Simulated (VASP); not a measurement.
Wanted: the native input for a VASP 6.6.1 run.

| Quantity | Value |
| --- | --- |
| Task | single point |
| Functional | PBEsol |
| Potentials or basis | VASP PAW PBE potentials, release 64 (Zn, S) |
| Cutoff | 520 eV |
| k mesh | 9 × 9 × 2 |
| Occupations | gaussian, width 0.05 eV |
| Spin | no spin polarisation |
| Dipole correction | no |
| Further INCAR settings | ALGO = Normal; EDIFF = 1e-06; NBANDS = 66 |

The structure of ZnS lies in POSCAR:

```
ZnS
1.0
    3.8919133123      0.0000000000      0.0000000000
   -1.9459566561      3.3704957978      0.0000000000
    0.0000000000      0.0000000000     17.5704318396
Zn S
6 6
Direct
    0.0000000000      0.0000000000      0.0000277175
    0.0000000000      0.0000000000      0.5000277175
    0.3333333333      0.6666666667      0.1817880780
    0.6666666667      0.3333333333      0.6817880780
    0.6666666667      0.3333333333      0.3332753580
    0.3333333333      0.6666666667      0.8332753580
    0.0000000000      0.0000000000      0.1251125986
    0.0000000000      0.0000000000      0.6251125986
    0.3333333333      0.6666666667      0.2916367831
    0.6666666667      0.3333333333      0.7916367831
    0.6666666667      0.3333333333      0.4581259436
    0.3333333333      0.6666666667      0.9581259436
```

This cell differs from its parent crystal: atoms shifted along a free coordinate, c/a of the conventional cell at fixed volume 4.5146.

One way to write it, as run:

INCAR

```
ALGO = Normal ; EDIFF = 1E-6
ENCUT = 520 ; GGA = PS
ISIF = 2 ; ISMEAR = 0
LASPH = True ; LCHARG = False
LREAL = False ; LWAVE = False
NBANDS = 66 ; NELM = 80
PREC = Accurate ; SIGMA = 0.05
```

KPOINTS

```
k-points
0
Gamma
  9 9 2
```

Potentials or basis: VASP PAW PBE potentials, release 64 (Zn, S).

The run is started by

```console
$ cat potpaw_PBE.64/Zn/POTCAR potpaw_PBE.64/S/POTCAR > POTCAR
$ mpirun -np 1 vasp_std > vasp.out
```

Results of the run:

The pressure is 4.3 GPa and the largest force is 6.409 eV/Å. The band gap on the k mesh is 1.86 eV.

Caveat: the stress differs along the axes, from -4 to 21 GPa; the PAW data sets were made with another functional, which shifts forces and pressure a little.

Wall time 7.5 min on 1 thread of Intel(R) Xeon(R) Platinum 8488C (Sapphire Rapids) (shared host), peak memory 0.49 GiB.
